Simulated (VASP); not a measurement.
# SrO (Fm-3m) in VASP: notebook

Aim: see how the results for SrO move with the level of theory and the settings. Levels: LDA, BLYP+D4. Tasks: single point.

All numbers are computed with VASP 6.6.1; they aren't measurements. Logs are shortened: lines on timing, memory, paths and dates and some standing lists are left out, and cuts for length are marked.

### Step 1. The cell of the first run

Symmetry: Fm-3m, No. 225, cubic system. Conventional cell: a = 5.061 Å, b = 5.061 Å, c = 5.061 Å, α = 90.00°, β = 90.00°, γ = 90.00°. Sr (site symmetry m-3m) has 6 O at 2.53 Å within 3.3 Å. Within 3.3 Å of O (site symmetry m-3m) lie 6 Sr at 2.53 Å.

### Step 2. Single point, LDA

Contents of INCAR:

```
  PREC = Accurate
  ENCUT = 520
  EDIFF = 1E-6
  ISMEAR = -1
  SIGMA = 0.15
  LREAL = F
  LASPH = T
  NELM = 80
  ALGO = Normal
  ISIF = 2
  LWAVE = F
  LCHARG = F
  GGA = CA
  NBANDS = 15
```

Contents of KPOINTS:

```
Automatic mesh
0
Gamma
  9 9 9
```

Contents of POSCAR:

```
SrO
1.0
    0.0000000000      2.5304111511      2.5304111511
    2.5304111511      0.0000000000      2.5304111511
    2.5304111511      2.5304111511      0.0000000000
Sr O
1 1
Direct
    0.5000000000      0.5000000000      0.5000000000
    0.0000000000      0.0000000000      0.0000000000
```

Potentials or basis: VASP PAW LDA potentials, release 64 (Sr_sv, O).

Launch:

```sh
$ cat potpaw_LDA.64/Sr_sv/POTCAR potpaw_LDA.64/O/POTCAR > POTCAR
$ mpirun -np 1 vasp_std > vasp.out
```

OUTCAR:

```text
PREC = Accurate
   ENCUT = 520
   EDIFF = 1E-6
   ISMEAR = -1
   LREAL = F
   LASPH = T
   NELM = 80
   ISIF = 2
   GGA = CA

 ion  position               nearest neighbor table
   1  0.500  0.500  0.500-   2 2.53   2 2.53   2 2.53   2 2.53   2 2.53   2 2.53
   2  0.000  0.000  0.000-   1 2.53   1 2.53   1 2.53   1 2.53   1 2.53   1 2.53

  LATTYP: Found a face centered cubic cell.
 ALAT       =     5.0608223022

  Lattice vectors:

 A1 = (   0.0000000000,   2.5304111511,   2.5304111511)
 A2 = (   2.5304111511,   0.0000000000,   2.5304111511)
 A3 = (   2.5304111511,   2.5304111511,   0.0000000000)

Analysis of symmetry for initial positions (statically):
=====================================================================
 Subroutine PRICEL returns:
 Original cell was already a primitive cell.

 Routine SETGRP: Setting up the symmetry group for a
 face centered cubic supercell.

 Subroutine GETGRP returns: Found 48 space group operations
 (whereof 48 operations were pure point group operations)
 out of a pool of 48 trial point group operations.

The static configuration has the point symmetry O_h .

Analysis of symmetry for dynamics (positions and initial velocities):
=====================================================================
 Subroutine PRICEL returns:
 Original cell was already a primitive cell.

 Routine SETGRP: Setting up the symmetry group for a
 face centered cubic supercell.

 Subroutine GETGRP returns: Found 48 space group operations
 (whereof 48 operations were pure point group operations)
 out of a pool of 48 trial point group operations.

The dynamic configuration has the point symmetry O_h .

 Subroutine INISYM returns: Found 48 space group operations
 (whereof 48 operations are pure point group operations),
 and found     1 'primitive' translations

----------------------------------------------------------------------------------------

                                     Primitive cell

  volume of cell :      32.4043

  direct lattice vectors                    reciprocal lattice vectors
     0.000000000  2.530411151  2.530411151    -0.197596347  0.197596347  0.197596347
     2.530411151  0.000000000  2.530411151     0.197596347 -0.197596347  0.197596347
     2.530411151  2.530411151  0.000000000     0.197596347  0.197596347 -0.197596347

  length of vectors
     3.578541768  3.578541768  3.578541768     0.342246912  0.342246912  0.342246912

  position of ions in fractional coordinates (direct lattice)
     0.500000000  0.500000000  0.500000000
     0.000000000  0.000000000  0.000000000

  ion indices of the primitive-cell ions
   primitive index   ion index
                 1           1
                 2           2

----------------------------------------------------------------------------------------

 KPOINTS: Automatic mesh

Automatic generation of k-mesh.
 Grid dimensions read from file:
 generate k-points for:    9    9    9

 Generating k-lattice:

  Cartesian coordinates                     Fractional coordinates (reciprocal lattice)
    -0.021955150  0.021955150  0.021955150     0.111111111  0.000000000  0.000000000
     0.021955150 -0.021955150  0.021955150     0.000000000  0.111111111  0.000000000
     0.021955150  0.021955150 -0.021955150     0.000000000  0.000000000  0.111111111

  Length of vectors
     0.038027435  0.038027435  0.038027435

  Shift w.r.t. Gamma in fractional coordinates (k-lattice)
     0.000000000  0.000000000  0.000000000

 Subroutine IBZKPT returns following result:
 ===========================================

 Found     35 irreducible k-points:

 Following reciprocal coordinates:
            Coordinates               Weight
  0.000000  0.000000  0.000000      1.000000
  0.111111  0.000000  0.000000      8.000000
  0.222222  0.000000  0.000000      8.000000
  0.333333  0.000000  0.000000      8.000000
  0.444444  0.000000  0.000000      8.000000
  0.111111  0.111111  0.000000      6.000000
[... 16 lines left out ...]
 -0.333333  0.333333  0.000000     12.000000
  0.444444  0.444444  0.000000      6.000000
 [... further k-points ...]
   k-points           NKPTS =     35   k-points in BZ     NKDIM =     35   number of bands    NBANDS=     15
   number of dos      NEDOS =    301   number of ions     NIONS =      2
   total plane-waves  NPLWV =  21952
   dimension x,y,z NGX =    28 NGY =   28 NGZ =   28
   dimension x,y,z NGXF=    56 NGYF=   56 NGZF=   56
   ions per type =               1   1
   NGX,Y,Z   is equivalent  to a cutoff of  13.01, 13.01, 13.01 a.u.
   NGXF,Y,Z  is equivalent  to a cutoff of  26.02, 26.02, 26.02 a.u.
 SYSTEM =  unknown system
   PREC   = accura    normal or accurate (medium, high low for compatibility)
   ISTART =      0    job   : 0-new  1-cont  2-samecut
   ICHARG =      2    charge: 1-file 2-atom 10-const
   ISPIN  =      1    spin polarized calculation?
   LNONCOLLINEAR =      F non collinear calculations
   LSORBIT =      F    spin-orbit coupling
   LASPH  =      T    aspherical Exc in radial PAW
   ENCUT  =  520.0 eV  38.22 Ry    6.18 a.u.   6.65  6.65  6.65*2*pi/ulx,y,z
   NELM   =     80;   NELMIN=  2; NELMDL= -5     # of ELM steps
   EDIFF  = 0.1E-05   stopping-criterion for ELM
   LREAL  =      F    real-space projection
   EDIFFG = 0.1E-04   stopping-criterion for IOM
   NSW    =      0    number of steps for IOM
   IBRION =     -1    ionic relax: 0-MD 1-quasi-New 2-CG
   NFREE  =      0    steps in history (QN), initial steepest desc. (CG)
   ISIF   =      2    stress and relaxation
   ISYM   =      2    0-nonsym 1-usesym 2-fastsym
   POTIM  = 0.5000    time-step for ionic-motion
   TEBEG  =    0.0;   TEEND  =   0.0 temperature during run
   PSTRESS=    0.0 pullay stress
   NELECT =      16.0000    total number of electrons
   NUPDOWN=      -1.0000    fix difference up-down
   EMIN   =  10.00;   EMAX   =-10.00  energy-range for DOS
   EFERMI =   0.00;   METHOD = LEGACY
   ISMEAR =    -1;   SIGMA  =   0.15  broadening in eV -4-tet -1-fermi 0-gaus
   EFERMI_NEDOS =   21; number of points for ismear=-14 and -15
   IALGO  =     38    algorithm
   IMIX   =      4    mixing-type and parameters
     AMIX     =   0.40;   BMIX     =  1.00
     AMIX_MAG =   1.60;   BMIX_MAG =  1.00
  volume/ion in A,a.u.               =      16.20       109.34
  Fermi-wavevector in a.u.,A,eV,Ry     =   1.293939  2.445190 22.779930  1.674278
  Thomas-Fermi vector in A             =   2.425553
   LORBIT       =      0    0 simple, 1 ext, 2 COOP (PROOUT), +10 PAW based schemes
   GGA     = CA    functional components
   LHFCALC =     F    Hartree Fock is set to
   AEXX    =    0.0000 exact exchange contribution
   IVDW    =     0    specifies the selected vdW correction
   LEPSILON=     F    determine dielectric tensor
   LRPA    =     F    only Hartree local field effects (RPA)
 non-spin polarized calculation
  energy-cutoff  :      520.00
  volume of cell :       32.40
 maximum number of plane-waves:       895
   NGX = 13   NGY = 13   NGZ = 13

 number of electron      15.9999996 magnetization

 Free energy of the ion-electron system (eV)
  ---------------------------------------------------
  ext. energy  EPLUGINS =         0.00000000
  ---------------------------------------------------
  free energy    TOTEN  =       -13.38630965 eV

  energy without entropy =      -13.38629994  energy(sigma->0) =      -13.38630480

 E-fermi :   3.3305     XC(G=0): -10.7535

 val. band max:        1.5823810325   @ k =   0.0000   0.0000   0.0000
 cond. band min:       4.7011628142   @ k =   0.4444   0.4444   0.0000
 fundamental gap:      3.1187817817
 Fermi energy:         3.3305205026

 k-point     1 :       0.0000    0.0000    0.0000
  band No.  band energies     occupation
      1     -30.3474      2.00000
      2     -13.2390      2.00000
      3     -12.0173      2.00000
      4     -12.0173      2.00000
      5     -12.0173      2.00000
      6       1.5824      1.99998
      7       1.5824      1.99998
      8       1.5824      1.99998
      9       5.7298      0.00000
     10       7.7841      0.00000
     11       7.7841      0.00000
     12       7.7841      0.00000
     13      10.1205      0.00000
     14      10.1205      0.00000
     15      14.2398      0.00000

 k-point     2 :       0.1111    0.0000    0.0000
  band No.  band energies     occupation
      1     -30.3269      2.00000
      2     -13.5812      2.00000
      3     -12.0287      2.00000
      4     -12.0287      2.00000
      5     -11.7225      2.00000
      6       1.1860      2.00000
      7       1.4047      1.99999
      8       1.4047      1.99999
      9       6.3171      0.00000
     10       7.6453      0.00000
     11       8.0445      0.00000
     12       8.0445      0.00000
     13      10.4782      0.00000
     14      10.4782      0.00000
     15      15.1052      0.00000

 k-point     3 :       0.2222    0.0000    0.0000
  band No.  band energies     occupation
      1     -30.2745      2.00000
      2     -14.1621      2.00000
      3     -12.0571      2.00000
      4     -12.0571      2.00000
      5     -11.2620      2.00000
      6       0.4040      2.00000
      7       0.9987      2.00000
      8       0.9987      2.00000
      9       7.5334      0.00000
     10       7.6717      0.00000
     11       8.7712      0.00000
     12       8.7712      0.00000
     13      11.3972      0.00000
     14      11.3972      0.00000
     15      17.0621      0.00000
[... 343 lines left out ...]
 k-point    23 :      -0.3333    0.3333    0.0000
  band No.  band energies     occupation
      1     -30.1278      2.00000
      2     -14.3549      2.00000
      3     -12.8587      2.00000
      4     -12.2629      2.00000
      5     -11.3141      2.00000
      6       0.1790      2.00000
      7       0.7157      2.00000
      8       1.1471      2.00000
      9       7.2618      0.00000
     10       8.8692      0.00000
     11      10.9159      0.00000
     12      11.3878      0.00000
     13      13.3376      0.00000
     14      14.7018      0.00000
     15      17.1775      0.00000

 k-point    24 :       0.4444    0.4444    0.0000
  band No.  band energies     occupation
      1     -30.1235      2.00000
      2     -13.5882      2.00000
      3     -12.7675      2.00000
      4     -12.4506      2.00000
      5     -12.4506      2.00000
      6       1.1227      2.00000
      7       1.5250      1.99999
      8       1.5250      1.99999
      9       4.7012      0.00022
     10       9.5793      0.00000
     11      12.0062      0.00000
     12      12.1999      0.00000
     13      12.9207      0.00000
     14      12.9207      0.00000
     15      16.1646      0.00000

 [... further k-points ...]

------------------------ aborting loop because EDIFF is reached ----------------------------------------

  FORCE on cell =-STRESS in cart. coord.  units (eV):
  Direction    XX          YY          ZZ          XY          YZ          ZX
  --------------------------------------------------------------------------------------
  -------------------------------------------------------------------------------------
  Total        0.2160433      0.2160433      0.2160433      0.0000000      0.0000000     -0.0000000
  in kB       10.6818895     10.6818895     10.6818895      0.0000000      0.0000000     -0.0000000
  external PRESSURE =      10.6818895 kB  Pullay stress =       0.0000000 kB

 VOLUME and BASIS-vectors are now :
 -----------------------------------------------------------------------------
  energy-cutoff  :      520.00
  volume of cell :       32.40
      direct lattice vectors                 reciprocal lattice vectors
     0.000000000  2.530411151  2.530411151    -0.197596347  0.197596347  0.197596347
     2.530411151  0.000000000  2.530411151     0.197596347 -0.197596347  0.197596347
     2.530411151  2.530411151  0.000000000     0.197596347  0.197596347 -0.197596347

 POSITION                                       TOTAL-FORCE (eV/Angst)
 -----------------------------------------------------------------------------------
      2.53041      2.53041      2.53041        -0.000000      0.000000     -0.000000
      0.00000      0.00000      0.00000         0.000000      0.000000      0.000000
 -----------------------------------------------------------------------------------
    total drift:                                0.000000      0.000000      0.000000

  FREE ENERGIE OF THE ION-ELECTRON SYSTEM (eV)
  ---------------------------------------------------
  free  energy   TOTEN  =       -13.3863096484 eV

  energy  without entropy=      -13.3862999449  energy(sigma->0) =      -13.38630480
```

It took 32 s on 1 thread of Intel Xeon 8259CL, shared host; peak memory 0.15 GiB.

Results:

```yaml
Free_energy: -13.3863 eV
Pressure: 1.1 GPa
Band_gap_on_the_k_mesh: 3.12 eV (least direct gap 3.18 eV)
```

Caveat: an odd mesh through Γ misses points on the zone boundary, where band edges can lie.

### Step 3. Single point, BLYP+D4

This run uses another cell than the first one, of 17.44 Å³/atom.

Contents of INCAR:

```
  PREC = Accurate
  ENCUT = 520
  EDIFF = 1E-7
  ISMEAR = 1
  SIGMA = 0.1
  LREAL = F
  LASPH = T
  NELM = 80
  ALGO = Normal
  ISIF = 2
  LWAVE = F
  LCHARG = F
  GGA = B5
  ALDAX = 1.0
  AGGAX = 1.0
  AGGAC = 1.0
  ALDAC = 0.0
  IVDW = 13
  VDW_S6 = 1.0
  VDW_S8 = 2.34076671
  VDW_A1 = 0.44488865
  VDW_A2 = 4.0933009
  NBANDS = 15
```

Contents of KPOINTS:

```
regular mesh
0
Gamma
  9 9 9
```

Contents of POSCAR:

```
SrO
1.0
    0.0000000000      2.5930896450      2.5930896450
    2.5930896450      0.0000000000      2.5930896450
    2.5930896450      2.5930896450      0.0000000000
Sr O
1 1
Direct
    0.5000000000      0.5000000000      0.5000000000
    0.0000000000      0.0000000000      0.0000000000
```

Potentials or basis: VASP PAW PBE potentials, release 64 (Sr_sv, O).

Launch:

```sh
$ cat potpaw_PBE.64/Sr_sv/POTCAR potpaw_PBE.64/O/POTCAR > POTCAR
$ mpirun -np 1 vasp_std > vasp.out
```

Wall time 58 s (1 thread of Intel Xeon 8259CL, shared host); peak memory 0.17 GiB.

It converged, with:

- Free energy: -12.0872 eV
- Pressure: 0.6 GPa
- Band gap on the k mesh: 3.46 eV (least direct gap 3.57 eV)
- Dispersion energy per atom: -0.301 eV

Levels at points of the mesh, in eV from the valence-band top:
```tsv
k point	band 4	band 5	band 6	band 7	band 8	band 9	band 10	band 11	band 12	band 13
(0.00, 0.00, 0.00)	-14.21	-14.21	0.00	0.00	0.00	4.04	6.16	6.16	6.16	8.26
```

Caveat: the PAW data sets were made with another functional, which shifts forces and pressure a little; an odd mesh through Γ misses points on the zone boundary, where band edges can lie. A hybrid or GW would open this gap; BLYP tends to underestimate it.
